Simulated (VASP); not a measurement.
# Pt: single point with PBE

Pt:

```xyz
2
Lattice="2.7607 0.0000 0.0000 -1.3803 2.3908 0.0000 0.0000 0.0000 4.7921" Properties=species:S:1:pos:R:3 pbc="T T T"
Pt    1.3803    0.7969    3.5941
Pt    0.0000    1.5939    1.1980
```

This isn't the form of Pt at room conditions, which is fcc.

| Item | Value |
| --- | --- |
| Program | VASP 6.6.1 |
| Task | single point |
| Functional | PBE |
| Potentials or basis | VASP PAW PBE potentials, release 64 (Pt) |
| Cutoff | 520 eV |
| k mesh | 12 × 12 × 6 |
| Occupations | fermi-dirac, width 0.03 eV |
| Spin | collinear spin |
| Starting moments | [0.3, 0.3] μB |
| Fixed moment | 0.6 μB |

| Item | Value |
| --- | --- |
| Pressure | -1.0 GPa |
| Net moment | 0.60 μB per cell |
| Site moments | Pt +0.30 μB |
| Valence electrons inside the program's atomic spheres | Pt 9.19 |

Stress tensor (GPa, compression positive):
```
-0.50  0.00  0.00
 0.00 -0.50  0.00
 0.00  0.00 -1.93
```

Wall time 44 s on 1 thread of Intel(R) Xeon(R) Platinum 8488C (Sapphire Rapids), on a shared host, peak memory 0.21 GiB.

Caveat: the total moment is fixed, so each spin has its own Fermi level and the state may be an excited one.
